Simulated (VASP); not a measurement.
# Bi (P6_3/mmc) in VASP: a series of runs

The runs below take Bi through single point, with PBEsol.

Everything below comes from runs of VASP 6.6.1. Logs are shortened: lines on timing, memory, paths and dates and some standing lists are left out, and cuts for length are marked.

### 1 The cell of the first run

Symmetry: P6_3/mmc, No. 194, hexagonal system. The conventional cell has a = 3.422 Å, b = 3.422 Å, c = 11.412 Å, α = 90.00°, β = 90.00°, γ = 120.00°. Bi (site symmetry -3m) has 12 Bi at 3.42 to 3.47 Å within 4.5 Å. Within 4.5 Å of Bi (site symmetry -6m2) lie 12 Bi at 3.42 to 3.47 Å.

### 2 Single point, PBEsol (volume scaled by 0.96)

File INCAR:

```
SYSTEM = Bi
PREC = Accurate
ENCUT = 520
EDIFF = 1E-6
ISMEAR = -1
SIGMA = 0.1
LREAL = .False.
LASPH = .True.
NELM = 100
ALGO = Normal
ISIF = 2
LWAVE = .False.
LCHARG = .False.
GGA = PS
NBANDS = 38
```

File KPOINTS:

```
regular mesh
0
Gamma
  12 12 3
  0 0 0
```

File POSCAR:

```
Bi
1.0
    3.4224010432      0.0000000000      0.0000000000
   -1.7112005216      2.9638862453      0.0000000000
    0.0000000000      0.0000000000     11.4119827469
Bi
4
Direct
    0.0000000000      1.0000000000      0.0000000000
    0.0000000000      1.0000000000      0.5000000000
    0.3333333333      0.6666666667      0.2500000000
    0.6666666667      0.3333333333      0.7500000000
```

Potentials or basis: VASP PAW PBE potentials, release 64 (Bi_d).

Command:

```console
cat potpaw_PBE.64/Bi_d/POTCAR > POTCAR
mpirun -np 1 vasp_std > vasp.out
```

OUTCAR:

```text
SYSTEM = Bi
   PREC = Accurate
   ENCUT = 520
   EDIFF = 1E-6
   ISMEAR = -1
   LREAL = .False.
   LASPH = .True.
   NELM = 100
   ISIF = 2
   GGA = PS

 ion  position               nearest neighbor table
   1  0.000  0.000  0.000-   3 3.47   4 3.47   3 3.47   4 3.47   4 3.47   3 3.47
   2  0.000  0.000  0.500-   3 3.47   4 3.47   3 3.47   4 3.47   4 3.47   3 3.47
   3  0.333  0.667  0.250-   1 3.47   2 3.47   1 3.47   2 3.47   1 3.47   2 3.47
   4  0.667  0.333  0.750-   1 3.47   2 3.47   1 3.47   2 3.47   1 3.47   2 3.47

  LATTYP: Found a hexagonal cell.
 ALAT       =     3.4224010432
 C/A-ratio  =     3.3344960462

  Lattice vectors:

 A1 = (   3.4224010432,   0.0000000000,   0.0000000000)
 A2 = (  -1.7112005216,   2.9638862453,   0.0000000000)
 A3 = (   0.0000000000,   0.0000000000,  11.4119827469)

Analysis of symmetry for initial positions (statically):
=====================================================================
 Subroutine PRICEL returns:
 Original cell was already a primitive cell.

 Routine SETGRP: Setting up the symmetry group for a
 hexagonal supercell.

 Subroutine GETGRP returns: Found 24 space group operations
 (whereof 12 operations were pure point group operations)
 out of a pool of 24 trial point group operations.

The static configuration has the point symmetry D_3d.
 The point group associated with its full space group is D_6h.

Analysis of symmetry for dynamics (positions and initial velocities):
=====================================================================
 Subroutine PRICEL returns:
 Original cell was already a primitive cell.

 Routine SETGRP: Setting up the symmetry group for a
 hexagonal supercell.

 Subroutine GETGRP returns: Found 24 space group operations
 (whereof 12 operations were pure point group operations)
 out of a pool of 24 trial point group operations.

The dynamic configuration has the point symmetry D_3d.
 The point group associated with its full space group is D_6h.

 Subroutine INISYM returns: Found 24 space group operations
 (whereof 12 operations are pure point group operations),
 and found     1 'primitive' translations

----------------------------------------------------------------------------------------

                                     Primitive cell

  volume of cell :     115.7587

  direct lattice vectors                    reciprocal lattice vectors
     3.422401043  0.000000000  0.000000000     0.292192524  0.168697433  0.000000000
    -1.711200522  2.963886245  0.000000000     0.000000000  0.337394865  0.000000000
     0.000000000  0.000000000 11.411982747     0.000000000  0.000000000  0.087627192

  length of vectors
     3.422401043  3.422401043 11.411982747     0.337394865  0.337394865  0.087627192

  position of ions in fractional coordinates (direct lattice)
     0.000000000  0.000000000  0.000000000
     0.000000000  0.000000000  0.500000000
     0.333333333  0.666666667  0.250000000
     0.666666667  0.333333333  0.750000000

  ion indices of the primitive-cell ions
   primitive index   ion index
                 1           1
                 2           2
                 3           3
                 4           4

----------------------------------------------------------------------------------------

 KPOINTS: regular mesh

Automatic generation of k-mesh.
 Grid dimensions read from file:
 generate k-points for:   12   12    3

 Generating k-lattice:

  Cartesian coordinates                     Fractional coordinates (reciprocal lattice)
     0.024349377  0.014058119  0.000000000     0.083333333  0.000000000  0.000000000
     0.000000000  0.028116239  0.000000000     0.000000000  0.083333333  0.000000000
     0.000000000  0.000000000  0.029209064     0.000000000  0.000000000  0.333333333

  Length of vectors
     0.028116239  0.028116239  0.029209064

  Shift w.r.t. Gamma in fractional coordinates (k-lattice)
     0.000000000  0.000000000  0.000000000

 Subroutine IBZKPT returns following result:
 ===========================================

 Found     38 irreducible k-points:

 Following reciprocal coordinates:
            Coordinates               Weight
  0.000000  0.000000  0.000000      1.000000
  0.083333 -0.000000  0.000000      6.000000
  0.166667 -0.000000  0.000000      6.000000
  0.250000 -0.000000  0.000000      6.000000
  0.333333  0.000000  0.000000      6.000000
  0.416667 -0.000000  0.000000      6.000000
[... 16 lines left out ...]
  0.250000 -0.000000  0.333333     12.000000
  0.333333  0.000000  0.333333     12.000000
 [... further k-points ...]
   k-points           NKPTS =     38   k-points in BZ     NKDIM =     38   number of bands    NBANDS=     38
   number of dos      NEDOS =    301   number of ions     NIONS =      4
   total plane-waves  NPLWV =  70560
   dimension x,y,z NGX =    28 NGY =   28 NGZ =   90
   dimension x,y,z NGXF=    56 NGYF=   56 NGZF=  180
   ions per type =               4
   NGX,Y,Z   is equivalent  to a cutoff of  13.60, 13.60, 13.11 a.u.
   NGXF,Y,Z  is equivalent  to a cutoff of  27.20, 27.20, 26.22 a.u.
 SYSTEM =  Bi
   PREC   = accura    normal or accurate (medium, high low for compatibility)
   ISTART =      0    job   : 0-new  1-cont  2-samecut
   ICHARG =      2    charge: 1-file 2-atom 10-const
   ISPIN  =      1    spin polarized calculation?
   LNONCOLLINEAR =      F non collinear calculations
   LSORBIT =      F    spin-orbit coupling
   LASPH  =      T    aspherical Exc in radial PAW
   ENCUT  =  520.0 eV  38.22 Ry    6.18 a.u.   6.36  6.36 21.22*2*pi/ulx,y,z
   NELM   =    100;   NELMIN=  2; NELMDL= -5     # of ELM steps
   EDIFF  = 0.1E-05   stopping-criterion for ELM
   LREAL  =      F    real-space projection
   EDIFFG = 0.1E-04   stopping-criterion for IOM
   NSW    =      0    number of steps for IOM
   IBRION =     -1    ionic relax: 0-MD 1-quasi-New 2-CG
   NFREE  =      0    steps in history (QN), initial steepest desc. (CG)
   ISIF   =      2    stress and relaxation
   ISYM   =      2    0-nonsym 1-usesym 2-fastsym
   POTIM  = 0.5000    time-step for ionic-motion
   TEBEG  =    0.0;   TEEND  =   0.0 temperature during run
   PSTRESS=    0.0 pullay stress
   NELECT =      60.0000    total number of electrons
   NUPDOWN=      -1.0000    fix difference up-down
   EMIN   =  10.00;   EMAX   =-10.00  energy-range for DOS
   EFERMI =   0.00;   METHOD = LEGACY
   ISMEAR =    -1;   SIGMA  =   0.10  broadening in eV -4-tet -1-fermi 0-gaus
   EFERMI_NEDOS =   21; number of points for ismear=-14 and -15
   IALGO  =     38    algorithm
   IMIX   =      4    mixing-type and parameters
     AMIX     =   0.40;   BMIX     =  1.00
     AMIX_MAG =   1.60;   BMIX_MAG =  1.00
  volume/ion in A,a.u.               =      28.94       195.29
  Fermi-wavevector in a.u.,A,eV,Ry     =   1.315045  2.485075 23.529158  1.729344
  Thomas-Fermi vector in A             =   2.445256
   LORBIT       =      0    0 simple, 1 ext, 2 COOP (PROOUT), +10 PAW based schemes
   GGA     = PS    functional components
   LHFCALC =     F    Hartree Fock is set to
   AEXX    =    0.0000 exact exchange contribution
   IVDW    =     0    specifies the selected vdW correction
   LEPSILON=     F    determine dielectric tensor
   LRPA    =     F    only Hartree local field effects (RPA)
 non-spin polarized calculation
  energy-cutoff  :      520.00
  volume of cell :      115.76
 maximum number of plane-waves:      3139
 NGX is ok and might be reduce to    28
   NGX = 13   NGY = 13   NGZ = 43

 number of electron      60.0000009 magnetization

 Free energy of the ion-electron system (eV)
  ---------------------------------------------------
  ext. energy  EPLUGINS =         0.00000000
  ---------------------------------------------------
  free energy    TOTEN  =       -16.79311985 eV

  energy without entropy =      -16.71548833  energy(sigma->0) =      -16.75430409

 E-fermi :   8.7525     XC(G=0): -10.7914

 val. band max:        8.7351477825   @ k =   0.4167  -0.0000   0.0000
 cond. band min:       8.7899575666   @ k =   0.1667   0.0833   0.3333
 fundamental gap:      0.0548097840
 Fermi energy:         8.7525103999

 k-point     1 :       0.0000    0.0000    0.0000
  band No.  band energies     occupation
      1     -14.3086      2.00000
      2     -14.3042      2.00000
      3     -14.3042      2.00000
      4     -14.3035      2.00000
      5     -14.2976      2.00000
      6     -14.2970      2.00000
[... 30 lines left out ...]
     37      16.4734      0.00000
     38      16.7363      0.00000

 k-point     2 :       0.0833   -0.0000    0.0000
  band No.  band energies     occupation
      1     -14.3109      2.00000
      2     -14.3071      2.00000
      3     -14.3033      2.00000
      4     -14.3009      2.00000
      5     -14.2940      2.00000
      6     -14.2927      2.00000
[... 30 lines left out ...]
     37      16.5546      0.00000
     38      16.9646      0.00000

 k-point     3 :       0.1667   -0.0000    0.0000
  band No.  band energies     occupation
      1     -14.3301      2.00000
      2     -14.3176      2.00000
      3     -14.3116      2.00000
      4     -14.2910      2.00000
      5     -14.2843      2.00000
      6     -14.2818      2.00000
[... 30 lines left out ...]
     37      15.5233      0.00000
     38      16.1630      0.00000

 k-point     4 :       0.2500   -0.0000    0.0000
  band No.  band energies     occupation
      1     -14.3535      2.00000
      2     -14.3322      2.00000
      3     -14.3241      2.00000
      4     -14.2926      2.00000
      5     -14.2857      2.00000
      6     -14.2814      2.00000
[... 30 lines left out ...]
     37      14.6937      0.00000
     38      15.3205      0.00000
[... 703 lines left out ...]
      4     -14.2919      2.00000
      5     -14.2850      2.00000
      6     -14.2797      2.00000
[... 30 lines left out ...]
     37      15.5417      0.00000
     38      15.7059      0.00000

 k-point    23 :       0.2500   -0.0000    0.3333
  band No.  band energies     occupation
      1     -14.3510      2.00000
      2     -14.3426      2.00000
      3     -14.3117      2.00000
      4     -14.2978      2.00000
      5     -14.2821      2.00000
      6     -14.2705      2.00000
[... 30 lines left out ...]
     37      14.7643      0.00000
     38      14.8608      0.00000

 k-point    24 :       0.3333    0.0000    0.3333
  band No.  band energies     occupation
      1     -14.3712      2.00000
      2     -14.3596      2.00000
      3     -14.3209      2.00000
      4     -14.3058      2.00000
      5     -14.2992      2.00000
      6     -14.2859      2.00000
[... 30 lines left out ...]
     37      14.2329      0.00000
     38      14.2922      0.00000

 [... further k-points ...]
[... 5 lines left out ...]
  --------------------------------------------------------------------------------------
  -------------------------------------------------------------------------------------
  Total        1.7164062      1.7164062      1.8508840      0.0000000     -0.0000000     -0.0000000
  in kB       23.7562084     23.7562084     25.6174709      0.0000000     -0.0000000     -0.0000000
  external PRESSURE =      24.3766292 kB  Pullay stress =       0.0000000 kB

 VOLUME and BASIS-vectors are now :
 -----------------------------------------------------------------------------
  energy-cutoff  :      520.00
  volume of cell :      115.76
      direct lattice vectors                 reciprocal lattice vectors
     3.422401043  0.000000000  0.000000000     0.292192524  0.168697433  0.000000000
    -1.711200522  2.963886245  0.000000000     0.000000000  0.337394865  0.000000000
     0.000000000  0.000000000 11.411982747     0.000000000  0.000000000  0.087627192

 POSITION                                       TOTAL-FORCE (eV/Angst)
 -----------------------------------------------------------------------------------
      0.00000      0.00000      0.00000         0.000000      0.000000     -0.000000
      0.00000      0.00000      5.70599         0.000000      0.000000     -0.000000
     -0.00000      1.97592      2.85300         0.000000     -0.000000     -0.000000
      1.71120      0.98796      8.55899        -0.000000      0.000000      0.000000
 -----------------------------------------------------------------------------------
    total drift:                                0.000000     -0.000000      0.000000

  FREE ENERGIE OF THE ION-ELECTRON SYSTEM (eV)
  ---------------------------------------------------
  free  energy   TOTEN  =       -16.7931198517 eV

  energy  without entropy=      -16.7154883282  energy(sigma->0) =      -16.75430409
```

It took 4 min on 1 thread of Intel Xeon 6975P-C, shared host; peak memory 0.31 GiB.

Results:

```
Free energy            : -16.7931 eV
Pressure               : 2.4 GPa
Band gap on the k mesh : zero (band 30 reaches 13.41 eV, above the bottom of band 31 at 6.63 eV)
```

Levels at points of the mesh, in eV from the Fermi level:
```tsv
k point	band 27	band 28	band 29	band 30	band 31	band 32	band 33	band 34
(0.00, 0.00, 0.00)	-1.29	3.92	3.92	4.66	4.66	4.68	4.68	5.18
(0.50, 0.00, 0.00)	-4.16	-3.70	-1.64	-0.85	0.52	1.61	1.76	1.78
```

Caveat: the cell differs from its parent crystal (volume scaled by 0.96); the PAW data sets were made with another functional, which shifts forces and pressure a little; spin-orbit coupling is left out, which moves the levels of the heavy elements.

### 3 Single point, PBEsol

This run uses another cell than the first one, of 30.15 Å³/atom, 1.042 times its volume.

File INCAR:

```
  PREC = Accurate
  ENCUT = 520
  EDIFF = 1E-6
  ISMEAR = -1
  SIGMA = 0.1
  LREAL = False
  LASPH = True
  NELM = 80
  ALGO = Normal
  ISIF = 2
  LWAVE = False
  LCHARG = False
  GGA = PS
  NBANDS = 38
```

File KPOINTS:

```
Automatic mesh
0
Gamma
  12 12 3
```

File POSCAR:

```
Bi
1.0
    3.4692890757      0.0000000000      0.0000000000
   -1.7346445379      3.0044924726      0.0000000000
    0.0000000000      0.0000000000     11.5683307061
Bi
4
Direct
    0.0000000000      1.0000000000      0.0000000000
    0.0000000000      1.0000000000      0.5000000000
    0.3333333333      0.6666666667      0.2500000000
    0.6666666667      0.3333333333      0.7500000000
```

Potentials or basis: VASP PAW PBE potentials, release 64 (Bi_d).

Command:

```console
cat potpaw_PBE.64/Bi_d/POTCAR > POTCAR
mpirun -np 1 vasp_std > vasp.out
```

Wall time 3.6 min (1 thread of Intel Xeon 6975P-C, shared host); peak memory 0.31 GiB.

It converged, with:

```
Free energy            : -16.8279 eV
Pressure               : -0.2 GPa
Band gap on the k mesh : zero (band 30 reaches 12.64 eV, above the bottom of band 31 at 6.19 eV)
```

Stress tensor (GPa, compression positive):
```
-0.32  0.00  0.00
 0.00 -0.32  0.00
 0.00  0.00 -0.01
```

Levels at points of the mesh, in eV from the Fermi level:
| k point | band 28 | band 29 | band 30 | band 31 | band 32 | band 33 |
| --- | --- | --- | --- | --- | --- | --- |
| (0.00, 0.00, 0.00) | 3.72 | 3.72 | 4.42 | 4.42 | 4.44 | 4.44 |
| (0.50, 0.00, 0.00) | -3.57 | -1.55 | -0.80 | 0.52 | 1.53 | 1.69 |

Caveat: the PAW data sets were made with another functional, which shifts forces and pressure a little; spin-orbit coupling is left out, which moves the levels of the heavy elements.

### 4 Single point, PBEsol (volume scaled by 1.04)

File INCAR:

```
SYSTEM = Bi
ALGO = Normal
EDIFF = 1E-6
ENCUT = 520
GGA = PS
ISIF = 2
ISMEAR = -1
LASPH = .True.
LCHARG = .True.
LELF = .True.
LREAL = .False.
LVHAR = .True.
LWAVE = .False.
NBANDS = 38
NELM = 100
PREC = Accurate
SIGMA = 0.1
```

File KPOINTS:

```
k-points
0
Gamma
  12 12 3
  0 0 0
```

File POSCAR:

```
Bi
1.0
    3.5149428516      0.0000000000      0.0000000000
   -1.7574714258      3.0440298024      0.0000000000
    0.0000000000      0.0000000000     11.7205630414
Bi
4
Direct
    0.0000000000      1.0000000000      0.0000000000
    0.0000000000      1.0000000000      0.5000000000
    0.3333333333      0.6666666667      0.2500000000
    0.6666666667      0.3333333333      0.7500000000
```

Command:

```console
cat potpaw_PBE.64/Bi_d/POTCAR > POTCAR
mpirun -np 1 vasp_std > vasp.out
```

It took 3.2 min on 1 thread of Intel Xeon 6975P-C, shared host; peak memory 0.31 GiB.

It converged, with:

* Free energy: -16.7911 eV
* Pressure: -2.3 GPa
* Band gap on the k mesh: zero (band 30 reaches 11.93 eV, above the bottom of band 31 at 5.79 eV)

Stress tensor (GPa, compression positive):
```
-2.47  0.00  0.00
 0.00 -2.47  0.00
 0.00  0.00 -2.05
```

Levels at points of the mesh, in eV from the Fermi level:
```tsv
k point	band 26	band 27	band 28	band 29	band 30	band 31	band 32	band 33	band 34	band 35
(0.00, 0.00, 0.00)	-1.28	-1.27	3.54	3.54	4.20	4.20	4.22	4.22	4.66	5.01
(0.50, 0.00, 0.00)	-4.84	-3.87	-3.44	-1.47	-0.75	0.51	1.45	1.63	1.64	2.41
```

Caveat: the cell differs from its parent crystal (volume scaled by 1.04); the PAW data sets were made with another functional, which shifts forces and pressure a little; spin-orbit coupling is left out, which moves the levels of the heavy elements.

### 5 Overview

```csv
cell,gap on the mesh (eV),pressure (GPa)
"a = 3.422, b = 3.422, c = 11.412 Å, angles 90.0, 90.0, 120.0°, 4 atoms",none,2.4
"a = 3.469, b = 3.469, c = 11.568 Å, angles 90.0, 90.0, 120.0°, 4 atoms",none,-0.2
"a = 3.515, b = 3.515, c = 11.721 Å, angles 90.0, 90.0, 120.0°, 4 atoms",none,-2.3
```

Alike in all rows: task single point; level PBEsol; potentials or basis VASP PAW PBE potentials, release 64 (Bi_d); no spin polarisation; k mesh 12 × 12 × 3; cutoff (eV) 520; smearing fermi-dirac 0.1 eV.

Caveats: the PAW data sets were made with another functional, which shifts forces and pressure a little; spin-orbit coupling is left out, which moves the levels of the heavy elements.

Total energies depend on the potentials used, so only differences within one code and one set of settings carry meaning.
